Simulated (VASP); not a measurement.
# Ta3Ru (Fm-3m) in VASP: notebook

Runs on Ta3Ru. Level: LDA. Tasks: relaxation of cell and atoms, single point.

All numbers are computed with VASP 6.6.1; they aren't measurements. Logs are shortened: lines on timing, memory, paths and dates and some standing lists are left out, and cuts for length are marked.

**1. The cell of the first run**

It takes space group Fm-3m (No. 225, cubic). Conventional cell: a = 6.437 Å, b = 6.437 Å, c = 6.437 Å, α = 90.00°, β = 90.00°, γ = 90.00°. Within 3.7 Å of Ta (site symmetry -43m) lie 10 Ta at 2.79 to 3.22 Å and 4 Ru at 2.79 Å. Ta (site symmetry m-3m) has 8 Ta at 2.79 Å and 6 Ru at 3.22 Å within 3.7 Å. Ru (site symmetry m-3m) has 14 Ta at 2.79 to 3.22 Å within 3.7 Å.

**2. Relaxation of cell and atoms, LDA**

The input, INCAR:

```
SYSTEM = Ta3Ru
PREC = Accurate ; ENCUT = 500
EDIFF = 1E-7 ; ISMEAR = 0
SIGMA = 0.1 ; LREAL = .FALSE.
LASPH = .TRUE. ; NELM = 120
ALGO = Normal ; ISIF = 3
LWAVE = .FALSE. ; LCHARG = .FALSE.
IBRION = 2 ; NSW = 100
EDIFFG = -0.05 ; GGA_COMPAT = .FALSE.
NELMIN = 4
```

The input, KPOINTS:

```
Automatic mesh
0
G
  6 6 6
  0 0 0
```

The input, POSCAR:

```
Ta3Ru
1.0
    0.0000000000      3.2182866100      3.2182866100
    3.2182866100      0.0000000000      3.2182866100
    3.2182866100      3.2182866100      0.0000000000
Ta Ru
3 1
Direct
    0.2500000000      0.2500000000      0.2500000000
    0.7500000000      0.7500000000      0.7500000000
    0.5000000000      0.5000000000      0.5000000000
    0.0000000000      0.0000000000      0.0000000000
```

Potentials or basis: VASP PAW LDA potentials, release 64 (Ta_pv, Ru_pv).

On the command line:

```
$ cat potpaw_LDA.64/Ta_pv/POTCAR potpaw_LDA.64/Ru_pv/POTCAR > POTCAR
$ mpirun -np 1 vasp_std > vasp.out
```

OUTCAR:

```text
SYSTEM = Ta3Ru
   PREC = Accurate
   ENCUT = 500
   EDIFF = 1E-7
   ISMEAR = 0
   LREAL = .FALSE.
   LASPH = .TRUE.
   NELM = 120
   ISIF = 3
   IBRION = 2
   NSW = 100
   EDIFFG = -0.05
   NELMIN = 4

 ion  position               nearest neighbor table
   1  0.250  0.250  0.250-   4 2.79   4 2.79   4 2.79   3 2.79   4 2.79   3 2.79   3 2.79   3 2.79
                             2 3.22   2 3.22   2 3.22   2 3.22   2 3.22   2 3.22
   2  0.750  0.750  0.750-   3 2.79   3 2.79   3 2.79   3 2.79   4 2.79   4 2.79   4 2.79   4 2.79
                             1 3.22   1 3.22   1 3.22   1 3.22   1 3.22   1 3.22
   3  0.500  0.500  0.500-   1 2.79   1 2.79   1 2.79   1 2.79   2 2.79   2 2.79   2 2.79   2 2.79
                             4 3.22   4 3.22   4 3.22   4 3.22   4 3.22   4 3.22
   4  0.000  0.000  0.000-   2 2.79   2 2.79   2 2.79   1 2.79   2 2.79   1 2.79   1 2.79   1 2.79
                             3 3.22   3 3.22   3 3.22   3 3.22   3 3.22   3 3.22

  LATTYP: Found a face centered cubic cell.
 ALAT       =     6.4365732200

  Lattice vectors:

 A1 = (   0.0000000000,   3.2182866100,   3.2182866100)
 A2 = (   3.2182866100,   0.0000000000,   3.2182866100)
 A3 = (   3.2182866100,   3.2182866100,   0.0000000000)

Analysis of symmetry for initial positions (statically):
=====================================================================
 Subroutine PRICEL returns:
 Original cell was already a primitive cell.

 Routine SETGRP: Setting up the symmetry group for a
 face centered cubic supercell.

 Subroutine GETGRP returns: Found 48 space group operations
 (whereof 48 operations were pure point group operations)
 out of a pool of 48 trial point group operations.

The static configuration has the point symmetry O_h .

Analysis of symmetry for dynamics (positions and initial velocities):
=====================================================================
 Subroutine PRICEL returns:
 Original cell was already a primitive cell.

 Routine SETGRP: Setting up the symmetry group for a
 face centered cubic supercell.

 Subroutine GETGRP returns: Found 48 space group operations
 (whereof 48 operations were pure point group operations)
 out of a pool of 48 trial point group operations.

The dynamic configuration has the point symmetry O_h .

 Subroutine INISYM returns: Found 48 space group operations
 (whereof 48 operations are pure point group operations),
 and found     1 'primitive' translations

----------------------------------------------------------------------------------------

                                     Primitive cell

  volume of cell :      66.6660

  direct lattice vectors                    reciprocal lattice vectors
     0.000000000  3.218286610  3.218286610    -0.155362173  0.155362173  0.155362173
     3.218286610  0.000000000  3.218286610     0.155362173 -0.155362173  0.155362173
     3.218286610  3.218286610  0.000000000     0.155362173  0.155362173 -0.155362173

  length of vectors
     4.551344571  4.551344571  4.551344571     0.269095177  0.269095177  0.269095177

  position of ions in fractional coordinates (direct lattice)
     0.250000000  0.250000000  0.250000000
     0.750000000  0.750000000  0.750000000
     0.500000000  0.500000000  0.500000000
     0.000000000  0.000000000  0.000000000

  ion indices of the primitive-cell ions
   primitive index   ion index
                 1           1
                 2           2
                 3           3
                 4           4

----------------------------------------------------------------------------------------

 KPOINTS: Automatic mesh

Automatic generation of k-mesh.
 Grid dimensions read from file:
 generate k-points for:    6    6    6

 Generating k-lattice:

  Cartesian coordinates                     Fractional coordinates (reciprocal lattice)
    -0.025893695  0.025893695  0.025893695     0.166666667  0.000000000  0.000000000
     0.025893695 -0.025893695  0.025893695     0.000000000  0.166666667  0.000000000
     0.025893695  0.025893695 -0.025893695     0.000000000  0.000000000  0.166666667

  Length of vectors
     0.044849196  0.044849196  0.044849196

  Shift w.r.t. Gamma in fractional coordinates (k-lattice)
     0.000000000  0.000000000  0.000000000

 Subroutine IBZKPT returns following result:
 ===========================================

 Found     16 irreducible k-points:

 Following reciprocal coordinates:
            Coordinates               Weight
  0.000000  0.000000  0.000000      1.000000
  0.166667  0.000000  0.000000      8.000000
  0.333333  0.000000  0.000000      8.000000
  0.500000  0.000000  0.000000      4.000000
  0.166667  0.166667  0.000000      6.000000
  0.333333  0.166667  0.000000     24.000000
[... 8 lines left out ...]
 -0.333333  0.333333  0.166667     24.000000
 -0.333333  0.500000  0.166667     12.000000
   k-points           NKPTS =     16   k-points in BZ     NKDIM =     16   number of bands    NBANDS=     28
   number of dos      NEDOS =    301   number of ions     NIONS =      4
   total plane-waves  NPLWV =  46656
   dimension x,y,z NGX =    36 NGY =   36 NGZ =   36
   dimension x,y,z NGXF=    72 NGYF=   72 NGZF=   72
   ions per type =               3   1
   NGX,Y,Z   is equivalent  to a cutoff of  13.15, 13.15, 13.15 a.u.
   NGXF,Y,Z  is equivalent  to a cutoff of  26.30, 26.30, 26.30 a.u.
 SYSTEM =  Ta3Ru
   PREC   = accura    normal or accurate (medium, high low for compatibility)
   ISTART =      0    job   : 0-new  1-cont  2-samecut
   ICHARG =      2    charge: 1-file 2-atom 10-const
   ISPIN  =      1    spin polarized calculation?
   LNONCOLLINEAR =      F non collinear calculations
   LSORBIT =      F    spin-orbit coupling
   LASPH  =      T    aspherical Exc in radial PAW
   ENCUT  =  500.0 eV  36.75 Ry    6.06 a.u.   8.30  8.30  8.30*2*pi/ulx,y,z
   NELM   =    120;   NELMIN=  4; NELMDL= -5     # of ELM steps
   EDIFF  = 0.1E-06   stopping-criterion for ELM
   LREAL  =      F    real-space projection
   EDIFFG = -.5E-01   stopping-criterion for IOM
   NSW    =    100    number of steps for IOM
   IBRION =      2    ionic relax: 0-MD 1-quasi-New 2-CG
   NFREE  =      1    steps in history (QN), initial steepest desc. (CG)
   ISIF   =      3    stress and relaxation
   ISYM   =      2    0-nonsym 1-usesym 2-fastsym
   POTIM  = 0.5000    time-step for ionic-motion
   TEBEG  =    0.0;   TEEND  =   0.0 temperature during run
   PSTRESS=    0.0 pullay stress
   NELECT =      47.0000    total number of electrons
   NUPDOWN=      -1.0000    fix difference up-down
   EMIN   =  10.00;   EMAX   =-10.00  energy-range for DOS
   EFERMI =   0.00;   METHOD = LEGACY
   ISMEAR =     0;   SIGMA  =   0.10  broadening in eV -4-tet -1-fermi 0-gaus
   EFERMI_NEDOS =   21; number of points for ismear=-14 and -15
   IALGO  =     38    algorithm
   IMIX   =      4    mixing-type and parameters
     AMIX     =   0.40;   BMIX     =  1.00
     AMIX_MAG =   1.60;   BMIX_MAG =  1.00
  volume/ion in A,a.u.               =      16.67       112.47
  Fermi-wavevector in a.u.,A,eV,Ry     =   1.457044  2.753414 28.884867  2.122978
  Thomas-Fermi vector in A             =   2.573892
   LORBIT       =      0    0 simple, 1 ext, 2 COOP (PROOUT), +10 PAW based schemes
   GGA     = CA    functional components
   LHFCALC =     F    Hartree Fock is set to
   AEXX    =    0.0000 exact exchange contribution
   IVDW    =     0    specifies the selected vdW correction
   LEPSILON=     F    determine dielectric tensor
   LRPA    =     F    only Hartree local field effects (RPA)
 conjugate gradient relaxation of ions
 non-spin polarized calculation
 Gauss-broadening in eV      SIGMA  =   0.10
  energy-cutoff  :      500.00
  volume of cell :       66.67
 maximum number of plane-waves:      1711
 NGX is ok and might be reduce to    36
   NGX = 17   NGY = 17   NGZ = 17

--------------------------------------- Ionic step        1  -------------------------------------------

 number of electron      46.9999999 magnetization

 Free energy of the ion-electron system (eV)
  ---------------------------------------------------
  ext. energy  EPLUGINS =         0.00000000
  ---------------------------------------------------
  free energy    TOTEN  =       -49.98290963 eV

  energy without entropy =      -49.97263484  energy(sigma->0) =      -49.97777223

------------------------ aborting loop because EDIFF is reached ----------------------------------------

  FORCE on cell =-STRESS in cart. coord.  units (eV):
  Direction    XX          YY          ZZ          XY          YZ          ZX
  --------------------------------------------------------------------------------------
  -------------------------------------------------------------------------------------
  Total       -3.9668670     -3.9668670     -3.9668670      0.0000000      0.0000000      0.0000000
  in kB      -95.3353738    -95.3353738    -95.3353738      0.0000000      0.0000000      0.0000000
  external PRESSURE =     -95.3353738 kB  Pullay stress =       0.0000000 kB
[... 61 lines left out ...]
  energy  without entropy=      -49.4181730503  energy(sigma->0) =      -49.42349858

--------------------------------------- Ionic step        3  -------------------------------------------

 number of electron      47.0000000 magnetization

 Free energy of the ion-electron system (eV)
  ---------------------------------------------------
  ext. energy  EPLUGINS =         0.00000000
  ---------------------------------------------------
  free energy    TOTEN  =       -50.06393634 eV

  energy without entropy =      -50.05430366  energy(sigma->0) =      -50.05912000

 E-fermi :   7.6089     XC(G=0): -13.4031

 val. band max:        7.5825590677   @ k =   0.5000   0.3333   0.1667
 cond. band min:       7.7057432348   @ k =   0.3333   0.3333   0.0000
 fundamental gap:      0.1231841671
 Fermi energy:         7.6088876252

 k-point     1 :       0.0000    0.0000    0.0000
  band No.  band energies     occupation
      1     -35.0051      2.00000
      2     -35.0051      2.00000
      3     -35.0051      2.00000
      4     -26.3723      2.00000
      5     -26.3723      2.00000
      6     -26.3723      2.00000
[... 516 lines left out ...]
  FREE ENERGIE OF THE ION-ELECTRON SYSTEM (eV)
  ---------------------------------------------------
  free  energy   TOTEN  =       -50.0639363402 eV

  energy  without entropy=      -50.0543036627  energy(sigma->0) =      -50.05912000

 reached required accuracy - stopping structural energy minimisation
```

Run time: 87 s. Hardware: 1 thread of Intel Xeon 6975P-C, shared host; peak memory 0.2 GiB.

What came out:

```
Free energy                            : -50.0639 eV
Relaxed volume                         : 16.04 Å³/atom
Relaxed cell                           : a = 4.493 Å, b = 4.493 Å, c = 4.493 Å, α = 60.00°, β = 60.00°, γ = 60.00°
Space group after relaxing (to 0.05 Å) : Fm-3m (No. 225)
Energy gained by relaxing              : 20.3 meV/atom
Ionic steps                            : 3
Pressure after relaxing                : -0.4 GPa
```

Step by step:
| step | energy change (eV) | largest force (eV/Å) | pressure (GPa) | volume (Å³) |
| --- | --- | --- | --- | --- |
| 1 | 0.0000 | 0.0000 | -9.53 | 66.67 |
| 2 | 0.5541 | 0.0000 | 34.40 | 57.55 |
| 3 | -0.0810 | 0.0000 | -0.44 | 64.14 |

Final structure:
```xyz
4
Lattice="0.0000 3.1772 3.1772 3.1772 0.0000 3.1772 3.1772 3.1772 0.0000" Properties=species:S:1:pos:R:3 pbc="T T T"
Ta    1.5886    1.5886    1.5886
Ta    4.7657    4.7657    4.7657
Ta    3.1772    3.1772    3.1772
Ru    0.0000    0.0000    0.0000
```

Levels at points of the mesh, in eV from the Fermi level:
| k point | band 20 | band 21 | band 22 | band 23 | band 24 | band 25 | band 26 | band 27 | band 28 |
| --- | --- | --- | --- | --- | --- | --- | --- | --- | --- |
| (0.00, 0.00, 0.00) | -1.89 | -1.89 | -0.21 | -0.21 | -0.21 | 1.01 | 1.01 | 4.66 | 4.66 |
| (0.50, 0.00, 0.00) | -2.38 | -2.38 | -1.99 | -1.57 | -1.57 | 1.75 | 1.75 | 2.75 | 2.75 |
| (0.50, 0.50, 0.00) | -1.64 | -0.25 | -0.25 | 0.41 | 0.79 | 0.79 | 0.93 | 1.80 | 1.80 |

Caveat: spin-orbit coupling is left out, which moves the levels of the heavy elements.

**3. Single point, LDA**

This run uses another cell than the first one, of 15.96 Å³/atom, 0.958 times its volume.

The input, INCAR:

```
SYSTEM = Ta3Ru
  PREC = Accurate
  ENCUT = 600
  EDIFF = 1E-6
  ISMEAR = 0
  SIGMA = 0.1
  LREAL = .FALSE.
  LASPH = .TRUE.
  NELM = 120
  ALGO = Normal
  ISIF = 2
  LWAVE = .FALSE.
  LCHARG = .TRUE.
  LELF = .TRUE.
  LVHAR = .TRUE.
  NBANDS = 36
  GGA_COMPAT = .FALSE.
```

The input, KPOINTS:

```
Automatic mesh
0
G
  12 12 12
  0 0 0
```

The input, POSCAR:

```
Ta3Ru
1.0
    0.0000000000      3.1721138655      3.1721138655
    3.1721138655      0.0000000000      3.1721138655
    3.1721138655      3.1721138655      0.0000000000
Ta Ru
3 1
Direct
    0.2500000000      0.2500000000      0.2500000000
    0.7500000000      0.7500000000      0.7500000000
    0.5000000000      0.5000000000      0.5000000000
    0.0000000000      0.0000000000      0.0000000000
```

Potentials or basis: VASP PAW LDA potentials, release 64 (Ta_sv_GW, Ru_sv).

On the command line:

```
$ cat potpaw_LDA.64/Ta_sv_GW/POTCAR potpaw_LDA.64/Ru_sv/POTCAR > POTCAR
$ mpirun -np 1 vasp_std > vasp.out
```

Wall time 82 s (1 thread of Intel Xeon 6975P-C (Granite Rapids), shared host); peak memory 0.3 GiB.

The run converged. Its results:

* Free energy: -57.5499 eV
* Pressure: 0.4 GPa

Levels at points of the mesh, in eV from the Fermi level:
| k point | band 25 | band 26 | band 27 | band 28 | band 29 | band 30 | band 31 | band 32 |
| --- | --- | --- | --- | --- | --- | --- | --- | --- |
| (0.00, 0.00, 0.00) | -1.89 | -0.21 | -0.21 | -0.21 | 1.02 | 1.02 | 4.67 | 4.67 |
| (0.50, 0.00, 0.00) | -2.39 | -1.99 | -1.58 | -1.58 | 1.76 | 1.76 | 2.77 | 2.77 |
| (0.50, 0.50, 0.00) | -0.25 | -0.25 | 0.41 | 0.79 | 0.79 | 0.95 | 1.83 | 1.83 |

Caveat: spin-orbit coupling is left out, which moves the levels of the heavy elements.
